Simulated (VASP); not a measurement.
# Pb (R-3m) in VASP: a series of runs, part 2 of 2

VASP 6.6.1.

## 3. Single point, PBE (shortest bond scaled by 0.7)

INCAR

```
SYSTEM = Pb
PREC     = Accurate       ! precision mode
ENCUT    = 520            ! plane-wave cutoff, eV
EDIFF    = 1E-6           ! SCF threshold, eV
ISMEAR   = -1             ! smearing method
SIGMA    = 0.05           ! smearing width, eV
LREAL    = .False.        ! projectors in reciprocal space
LASPH    = .True.         ! aspherical terms in the spheres
NELM     = 80             ! most SCF steps
ALGO     = Normal         ! electronic algorithm
ISIF     = 2              ! what is computed and relaxed
LWAVE    = .False.        ! write WAVECAR
LCHARG   = .False.        ! write CHGCAR
GGA      = PE             ! functional
NBANDS   = 21             ! bands
```

KPOINTS

```
regular mesh
0
Gamma
  8 8 8
  0 0 0
```

POSCAR

```
Pb
1.0
    0.0000000000      3.4168854378      3.4168854378
    3.4168854378      0.0000000000      3.4168854378
    3.4168854378      3.4168854378      0.0000000000
Pb
2
Direct
   -0.2375000000     -0.0875000000     -0.0875000000
    0.2375000000      0.0875000000      0.0875000000
```

Potentials or basis: VASP PAW PBE potentials, release 64 (Pb_d).

On the command line:

```sh
> cat potpaw_PBE.64/Pb_d/POTCAR > POTCAR
> mpirun -np 1 vasp_std > vasp.out
```

OUTCAR:

```text
SYSTEM = Pb
   PREC = Accurate
   ENCUT = 520
   EDIFF = 1E-6
   ISMEAR = -1
   LREAL = .False.
   LASPH = .True.
   NELM = 80
   ISIF = 2
   GGA = PE

 ion  position               nearest neighbor table
   1  0.763  0.913  0.913-   2 2.07   2 3.36   2 3.36   2 3.36
   2  0.237  0.087  0.087-   1 2.07   1 3.36   1 3.36   1 3.36

  LATTYP: Found a face centered cubic cell.
 ALAT       =     6.8337708756

  Lattice vectors:

 A1 = (   0.0000000000,   3.4168854378,   3.4168854378)
 A2 = (   3.4168854378,   0.0000000000,   3.4168854378)
 A3 = (   3.4168854378,   3.4168854378,   0.0000000000)

Analysis of symmetry for initial positions (statically):
=====================================================================
 Subroutine PRICEL returns:
 Original cell was already a primitive cell.

 Routine SETGRP: Setting up the symmetry group for a
 face centered cubic supercell.

 Subroutine GETGRP returns: Found 12 space group operations
 (whereof  4 operations were pure point group operations)
 out of a pool of 48 trial point group operations.

The static configuration has the point symmetry C_2h.
 The point group associated with its full space group is D_3d.

Analysis of symmetry for dynamics (positions and initial velocities):
=====================================================================
 Subroutine PRICEL returns:
 Original cell was already a primitive cell.

 Routine SETGRP: Setting up the symmetry group for a
 face centered cubic supercell.

 Subroutine GETGRP returns: Found 12 space group operations
 (whereof  4 operations were pure point group operations)
 out of a pool of 48 trial point group operations.

The dynamic configuration has the point symmetry C_2h.
 The point group associated with its full space group is D_3d.

[... 109 lines left out ...]
   NELECT =      28.0000    total number of electrons
   NUPDOWN=      -1.0000    fix difference up-down
   EMIN   =  10.00;   EMAX   =-10.00  energy-range for DOS
   EFERMI =   0.00;   METHOD = LEGACY
   ISMEAR =    -1;   SIGMA  =   0.05  broadening in eV -4-tet -1-fermi 0-gaus
   EFERMI_NEDOS =   21; number of points for ismear=-14 and -15
   IALGO  =     38    algorithm
   IMIX   =      4    mixing-type and parameters
     AMIX     =   0.40;   BMIX     =  1.00
     AMIX_MAG =   1.60;   BMIX_MAG =  1.00
  volume/ion in A,a.u.               =      39.89       269.21
  Fermi-wavevector in a.u.,A,eV,Ry     =   1.154748  2.182157 18.142582  1.333442
  Thomas-Fermi vector in A             =   2.291382
   LORBIT       =      0    0 simple, 1 ext, 2 COOP (PROOUT), +10 PAW based schemes
   GGA     = PE    functional components
   LHFCALC =     F    Hartree Fock is set to
   AEXX    =    0.0000 exact exchange contribution
   IVDW    =     0    specifies the selected vdW correction
   LEPSILON=     F    determine dielectric tensor
   LRPA    =     F    only Hartree local field effects (RPA)
 non-spin polarized calculation
  energy-cutoff  :      520.00
  volume of cell :       79.79
 maximum number of plane-waves:      2180
   NGX = 17   NGY = 17   NGZ = 17

 number of electron      27.9999998 magnetization

 Free energy of the ion-electron system (eV)
  ---------------------------------------------------
  ext. energy  EPLUGINS =         0.00000000
  ---------------------------------------------------
  free energy    TOTEN  =        -0.20447232 eV

  energy without entropy =       -0.19671201  energy(sigma->0) =       -0.20059217

 E-fermi :   4.3208     XC(G=0):  -8.4983

 val. band max:        4.2894936132   @ k =   0.2500   0.1250   0.0000
 cond. band min:       4.3334368346   @ k =   0.1250   0.1250   0.0000
 fundamental gap:      0.0439432214
 Fermi energy:         4.3208355324

 k-point     1 :       0.0000    0.0000    0.0000
  band No.  band energies     occupation
      1     -16.5609      2.00000
      2     -14.7774      2.00000
      3     -14.7774      2.00000
      4     -13.2904      2.00000
      5     -13.2904      2.00000
      6     -12.8354      2.00000
[... 565 lines left out ...]
     20      11.4347      0.00000
     21      13.3211      0.00000

 [... further k-points ...]

------------------------ aborting loop because EDIFF is reached ----------------------------------------

  FORCE on cell =-STRESS in cart. coord.  units (eV):
  Direction    XX          YY          ZZ          XY          YZ          ZX
  --------------------------------------------------------------------------------------
  -------------------------------------------------------------------------------------
  Total       15.1948750     15.1948750     15.1948750    -16.1610697     16.1610697    -16.1610697
  in kB      305.1310940    305.1310940    305.1310940   -324.5334271    324.5334271   -324.5334271
  external PRESSURE =     305.1310940 kB  Pullay stress =       0.0000000 kB

 VOLUME and BASIS-vectors are now :
 -----------------------------------------------------------------------------
  energy-cutoff  :      520.00
  volume of cell :       79.79
      direct lattice vectors                 reciprocal lattice vectors
     0.000000000  3.416885438  3.416885438    -0.146332094  0.146332094  0.146332094
     3.416885438  0.000000000  3.416885438     0.146332094 -0.146332094  0.146332094
     3.416885438  3.416885438  0.000000000     0.146332094  0.146332094 -0.146332094

 POSITION                                       TOTAL-FORCE (eV/Angst)
 -----------------------------------------------------------------------------------
      6.23582      5.72328      5.72328       -13.895442     13.895442     13.895442
      0.59795      1.11049      1.11049        13.895442    -13.895442    -13.895442
 -----------------------------------------------------------------------------------
    total drift:                                0.000000     -0.000000      0.000000

  FREE ENERGIE OF THE ION-ELECTRON SYSTEM (eV)
  ---------------------------------------------------
  free  energy   TOTEN  =        -0.2044723234 eV

  energy  without entropy=       -0.1967120110  energy(sigma->0) =       -0.20059217
```

OSZICAR:

```text
N       E                     dE             d eps       ncg     rms          rms(c)
DAV:   1     0.306532641700E+03    0.30653E+03   -0.14065E+04  2730   0.149E+03
DAV:   2     0.238585637330E+02   -0.28267E+03   -0.27696E+03  2755   0.399E+02
DAV:   3     0.545625494146E+00   -0.23313E+02   -0.23158E+02  3362   0.143E+02
DAV:   4    -0.308818550600E+00   -0.85444E+00   -0.85396E+00  3173   0.326E+01
DAV:   5    -0.355420722306E+00   -0.46602E-01   -0.46601E-01  3947   0.691E+00    0.253E+00
DAV:   6    -0.249522206810E+00    0.10590E+00   -0.74785E-02  4227   0.277E+00    0.138E+00
DAV:   7    -0.204811626090E+00    0.44711E-01   -0.69723E-02  4086   0.256E+00    0.193E-01
DAV:   8    -0.204266806204E+00    0.54482E-03   -0.84681E-03  3605   0.646E-01    0.699E-02
DAV:   9    -0.204465043543E+00   -0.19824E-03   -0.51309E-04  3240   0.224E-01    0.369E-02
DAV:  10    -0.204470645022E+00   -0.56015E-05   -0.10244E-04  3695   0.106E-01    0.522E-03
DAV:  11    -0.204473210881E+00   -0.25659E-05   -0.10255E-05  3300   0.201E-02    0.589E-03
DAV:  12    -0.204472323382E+00    0.88750E-06   -0.33448E-06  3195   0.190E-02
   1 F= -.20447232E+00 E0= -.20059217E+00  d E =-.776031E-02
```

Run time: 64 s. Hardware: 1 thread of Intel Xeon Platinum 8259CL at 2.50GHz (Skylake/Cascade Lake), shared host; peak memory 0.24 GiB.

What came out:

```
Free energy            : -0.2045 eV
Pressure               : 30.5 GPa
Largest force          : 24.068 eV/Å
Band gap on the k mesh : zero (bands 14 and 15 overlap by 1.39 eV)
```

Forces on the atoms (eV/Å):
```
Pb  -13.895  13.895  13.895
Pb   13.895 -13.895 -13.895
```

Levels at points of the mesh, in eV from the Fermi level:
| k point | band 11 | band 12 | band 13 | band 14 | band 15 | band 16 | band 17 | band 18 |
| --- | --- | --- | --- | --- | --- | --- | --- | --- |
| (0.00, 0.00, 0.00) | -11.76 | -3.14 | -1.10 | 0.81 | 0.81 | 2.42 | 2.42 | 4.25 |
| (0.50, 0.00, 0.00) | -10.45 | -7.75 | -0.94 | -0.94 | 1.21 | 4.46 | 4.46 | 6.11 |
| (0.00, 0.50, 0.00) | -11.08 | -5.62 | -1.55 | -1.05 | 1.01 | 1.34 | 5.32 | 5.75 |
| (0.50, 0.50, 0.00) | -10.64 | -6.66 | -1.88 | -1.13 | -0.58 | 2.07 | 6.81 | 7.12 |

Caveat: the cell differs from its parent crystal (shortest bond scaled by 0.7); the cell stands under pressure; spin-orbit coupling is left out, which moves the levels of the heavy elements; forces of over 1 eV/Å act on the atoms, so gaps and moduli don't describe the material at rest.

## 4. Single point, PBE (shortest bond scaled by 0.64)

INCAR

```
SYSTEM = Pb
PREC = Accurate
ENCUT = 520
EDIFF = 1E-7
ISMEAR = -1
SIGMA = 0.05
LREAL = .False.
LASPH = .True.
NELM = 100
ALGO = Normal
ISIF = 2
LWAVE = .False.
LCHARG = .False.
GGA = PE
NBANDS = 21
```

KPOINTS

```
Automatic mesh
0
Gamma
  8 8 8
  0 0 0
```

POSCAR

```
Pb
1.0
    0.0000000000      3.4168854378      3.4168854378
    3.4168854378      0.0000000000      3.4168854378
    3.4168854378      3.4168854378      0.0000000000
Pb
2
Direct
   -0.2600000000     -0.0800000000     -0.0800000000
    0.2600000000      0.0800000000      0.0800000000
```

On the command line:

```sh
> cat potpaw_PBE.64/Pb_d/POTCAR > POTCAR
> mpirun -np 1 vasp_std > vasp.out
```

Run time: 82 s. Hardware: 1 thread of Intel Xeon Platinum 8259CL at 2.50GHz (Skylake/Cascade Lake), shared host; peak memory 0.25 GiB.

The run converged. Its results:

* Free energy: 5.5613 eV
* Pressure: 51.6 GPa
* Largest force: 42.305 eV/Å
* Band gap on the k mesh: zero (bands 14 and 15 overlap by 1.15 eV)

Forces in eV/Å, atoms in the order of the input:
```
Pb  -24.425  24.425  24.425
Pb   24.425 -24.425 -24.425
```

Stress tensor (GPa, compression positive):
```
 51.64 -52.91 -52.91
-52.91  51.64  52.91
-52.91  52.91  51.64
```

Levels at points of the mesh, in eV from the Fermi level:
```
           k point  band 11  band 12  band 13  band 14  band 15  band 16  band 17  band 18
(0.00, 0.00, 0.00)   -11.95    -2.90    -0.87     0.49     0.49     2.94     2.94     4.38
(0.50, 0.00, 0.00)   -10.91    -7.26    -1.02    -1.02     1.62     4.75     4.75     6.26
(0.00, 0.50, 0.00)   -11.37    -5.27    -1.65    -0.68     0.58     1.87     5.40     6.02
(0.50, 0.50, 0.00)   -11.02    -6.22    -1.90    -0.87    -0.67     2.34     6.95     7.09
```

Caveat: the cell differs from its parent crystal (shortest bond scaled by 0.64); atoms lie so close that the PAW spheres overlap strongly, which falsifies energies and pressures; the cell stands under pressure; spin-orbit coupling is left out, which moves the levels of the heavy elements; forces of over 1 eV/Å act on the atoms, so gaps and moduli don't describe the material at rest.

## 5. Single point, PBE (shortest bond scaled by 0.58)

INCAR

```
SYSTEM = Pb
PREC = Accurate
ENCUT = 520
EDIFF = 1E-6
ISMEAR = -1
SIGMA = 0.05
LREAL = .FALSE.
LASPH = .TRUE.
NELM = 100
ALGO = Normal
ISIF = 2
LWAVE = .FALSE.
LCHARG = .FALSE.
GGA = PE
NBANDS = 21
```

KPOINTS

```
Automatic mesh
0
G
  8 8 8
  0 0 0
```

POSCAR

```
Pb
1.0
    0.0000000000      3.4168854378      3.4168854378
    3.4168854378      0.0000000000      3.4168854378
    3.4168854378      3.4168854378      0.0000000000
Pb
2
Direct
   -0.2825000000     -0.0725000000     -0.0725000000
    0.2825000000      0.0725000000      0.0725000000
```

On the command line:

```sh
> cat potpaw_PBE.64/Pb_d/POTCAR > POTCAR
> mpirun -np 1 vasp_std > vasp.out
```

Wall time 66 s (1 thread of Intel Xeon Platinum 8259CL at 2.50GHz (Skylake/Cascade Lake), shared host); peak memory 0.24 GiB.

It converged, with:

```yaml
Free_energy: 15.4473 eV
Pressure: 82.1 GPa
Largest_force: 71.237 eV/Å
Band_gap_on_the_k_mesh: zero (bands 14 and 15 overlap by 0.22 eV)
```

Forces in eV/Å, atoms in the order of the input:
```
Pb  -41.128  41.128  41.128
Pb   41.128 -41.128 -41.128
```

Stress tensor (GPa, compression positive):
```
 82.09 -81.38 -81.38
-81.38  82.09  81.38
-81.38  81.38  82.09
```

Levels at points of the mesh, in eV from the Fermi level:
| k point | band 11 | band 12 | band 13 | band 14 | band 15 | band 16 | band 17 | band 18 |
| --- | --- | --- | --- | --- | --- | --- | --- | --- |
| (0.00, 0.00, 0.00) | -12.04 | -2.79 | -0.32 | 0.05 | 0.05 | 3.37 | 3.37 | 4.47 |
| (0.50, 0.00, 0.00) | -11.11 | -6.90 | -1.22 | -1.22 | 1.93 | 4.95 | 4.95 | 6.32 |
| (0.00, 0.50, 0.00) | -11.50 | -5.06 | -1.86 | -0.12 | 0.06 | 2.31 | 5.42 | 6.11 |
| (0.50, 0.50, 0.00) | -11.18 | -5.92 | -2.04 | -1.28 | -0.17 | 2.52 | 7.08 | 7.20 |

Caveat: the cell differs from its parent crystal (shortest bond scaled by 0.58); atoms lie so close that the PAW spheres overlap strongly, which falsifies energies and pressures; the cell stands under pressure; spin-orbit coupling is left out, which moves the levels of the heavy elements; forces of over 1 eV/Å act on the atoms, so gaps and moduli don't describe the material at rest.

## 6. Summary

```tsv
cell	gap on the mesh (eV)	pressure (GPa)	largest force (eV/Å)
as given, shortest bond scaled by 0.82	none	9.4	6.90
as given, shortest bond scaled by 0.7	none	30.5	24.07
as given, shortest bond scaled by 0.64	none	51.6	42.30
as given, shortest bond scaled by 0.58	none	82.1	71.24
```

Some of these runs hold the atoms at other places in the same cell, which the table doesn't show; runs alike in all that it shows share one row.

Alike in all rows: task single point; level PBE; potentials or basis VASP PAW PBE potentials, release 64 (Pb_d); no spin polarisation; k mesh 8 × 8 × 8; cutoff (eV) 520; smearing fermi-dirac 0.05 eV.

Caveats: the cell stands under pressure; spin-orbit coupling is left out, which moves the levels of the heavy elements; forces of over 1 eV/Å act on the atoms, so gaps and moduli don't describe the material at rest; atoms lie so close that the PAW spheres overlap strongly, which falsifies energies and pressures (at least some runs).

Total energies depend on the potentials used, so only differences within one code and one set of settings carry meaning.
